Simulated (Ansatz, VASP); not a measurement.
# SiB5: VASP beside Ansatz

```
Si B
1.0
     4.31571   -2.99030   -0.06548
     4.31571    2.99030   -0.06548
    -2.94029    0.00000    4.23262
Si B
2 10
Direct
  0.71360 0.71360 0.89703
  0.28640 0.28640 0.10297
  0.00114 0.00114 0.66470
  0.99886 0.99886 0.33530
  0.01402 0.33739 0.34259
  0.98598 0.66261 0.65741
  0.66261 0.98598 0.65741
  0.33739 0.01402 0.34259
  0.82822 0.30053 0.92352
  0.30053 0.82822 0.92352
  0.69947 0.17178 0.07648
  0.17178 0.69947 0.07648
```

Alike in both runs: functional PBE; k mesh 4 × 4 × 4; occupations gaussian, width 0.2 eV; no spin polarisation.

Ansatz relaxed the structure, and its values are those at the end. VASP's run is a single point on that final structure, the one shown.

|  | VASP | Ansatz |
| --- | --- | --- |
| version | VASP 6.6.1 | Ansatz 0.2.0 |
| potentials or method | VASP PAW PBE potentials, release 64 (Si, B), cutoff 520 eV | scalar-relativistic, plane waves, PAW |
| valence electrons in the cell | 38 | 38 |

|  | VASP | Ansatz | Ansatz less VASP |
| --- | --- | --- | --- |
| gap on the k mesh at the Fermi level (eV) | none | none | - |
| pressure (GPa) | 0.2 | 0.2 | +0.01 |
| rms of the force components (eV/Å) | 0.043 | 0.040 | -0.0024 |

A gap of «none» marks a metal or a gap that the smearing closes.

The k mesh is coarse, so the values compare programs but aren't converged.
